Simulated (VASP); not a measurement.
Set up this calculation in VASP 6.6.1, as the native input.

```yaml
Task: single point
Functional: LDA
Potentials_or_basis: VASP PAW LDA potentials, release 64 (Nb_sv, N)
Cutoff: 600 eV
k_mesh: 13 × 13 × 13
Occupations: fermi-dirac, width 0.08 eV
Spin: no spin polarisation
Dipole_correction: no
Further_INCAR_settings: ALGO = Normal; EDIFF = 1e-06; NBANDS = 16
```

The structure of NbN lies in POSCAR:

```
NbN
1.0
    0.0000000000      2.1286650000      2.1945000000
    2.1286650000      0.0000000000      2.1945000000
    2.1286650000      2.1286650000      0.0000000000
Nb N
1 1
Direct
    0.5000000000      0.5000000000      0.5000000000
    0.0000000000      0.0000000000      0.0000000000
```

This cell differs from its parent crystal: equal xx and yy strain of -3 %.

One way to write it, as run:

INCAR

```
SYSTEM = NbN
PREC = Accurate
ENCUT = 600
EDIFF = 1E-6
ISMEAR = -1
SIGMA = 0.08
LREAL = .FALSE.
LASPH = .TRUE.
NELM = 120
ALGO = Normal
ISIF = 2
LWAVE = .FALSE.
LCHARG = .FALSE.
NBANDS = 16
GGA_COMPAT = .FALSE.
```

KPOINTS

```
Automatic mesh
0
G
  13 13 13
  0 0 0
```

Potentials or basis: VASP PAW LDA potentials, release 64 (Nb_sv, N).

The run is started by

```sh
$ cat potpaw_LDA.64/Nb_sv/POTCAR potpaw_LDA.64/N/POTCAR > POTCAR
$ mpirun -np 1 vasp_std > vasp.out
```

It gave:

```
Pressure               : 15.2 GPa
Band gap on the k mesh : zero (bands 9 and 10 overlap by 3.57 eV)
```

Caveat: the cell differs from its parent crystal (equal xx and yy strain of -3 %); the cell stands under pressure.

Wall time 81 s on 1 thread of Intel Xeon 8259CL, on a shared host, peak memory 0.19 GiB.
